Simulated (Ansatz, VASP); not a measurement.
**BN in VASP and in Ansatz**

```xyz
2
Lattice="0.0000 1.8130 1.8130 1.8130 0.0000 1.8130 1.8130 1.8130 0.0000" Properties=species:S:1:pos:R:3 pbc="T T T"
N     0.9065    0.9065    0.9065
B     0.0000    0.0000    0.0000
```

Alike in both runs: functional PBEsol; k mesh 13 × 13 × 13; occupations fermi-dirac, width 0.05 eV; no spin polarisation.

|  | VASP | Ansatz |
| --- | --- | --- |
| version | VASP 6.6.1 | Ansatz 0.2.0 |
| potentials or method | VASP PAW PBE potentials, release 64 (N, B), cutoff 520 eV | all-electron LAPW, scalar-relativistic |
| task | single point | band structure |

```tsv
	VASP	Ansatz	Ansatz less VASP
gap on the k mesh at the Fermi level (eV)	4.34	4.35	+0.008
least direct gap on the mesh (eV)	8.72	8.72	+0.003
pressure (GPa)	-5.7	-6.3	-0.55
```

VASP's potentials were made for PBE, not for PBEsol. Ansatz ran all-electron here, and VASP with PAW potentials.
